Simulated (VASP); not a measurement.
A run of VASP 6.6.1:

INCAR

```
SYSTEM = WC
ALGO = Normal
EDIFF = 1E-6
EDIFFG = -0.005
ENCUT = 600
GGA = PS
IBRION = 2
ISIF = 3
ISMEAR = 0
LASPH = .TRUE.
LCHARG = .FALSE.
LREAL = .FALSE.
LWAVE = .FALSE.
NELM = 100
NSW = 100
PREC = Accurate
SIGMA = 0.1
```

Contents of KPOINTS:

```
k-points
0
G
  18 18 14
  0 0 0
```

Contents of POSCAR:

```
WC
1.0
    2.9065000000      0.0000000000      0.0000000000
   -1.4532500000      2.5171028361      0.0000000000
    0.0000000000      0.0000000000      2.8366000000
W C
1 1
Direct
    0.0000000000      0.0000000000      0.0000000000
    0.6666666667      0.3333333333      0.5000000000
```

Potentials or basis: VASP PAW PBE potentials, release 64 (W_sv, C).

Command:

```bash
$ cat potpaw_PBE.64/W_sv/POTCAR potpaw_PBE.64/C/POTCAR > POTCAR
$ mpirun -np 1 vasp_std > vasp.out
```

Hardware: 1 thread of Intel(R) Xeon(R) 6975P-C (Granite Rapids), with other jobs on the host.

Problem. Estimate the wall time of this run.

Solution. Wall time 66 s on 1 thread of Intel(R) Xeon(R) 6975P-C (Granite Rapids), with other jobs on the host, peak memory 0.22 GiB. Counts: scf iterations 37, k points 296, ion steps 6.
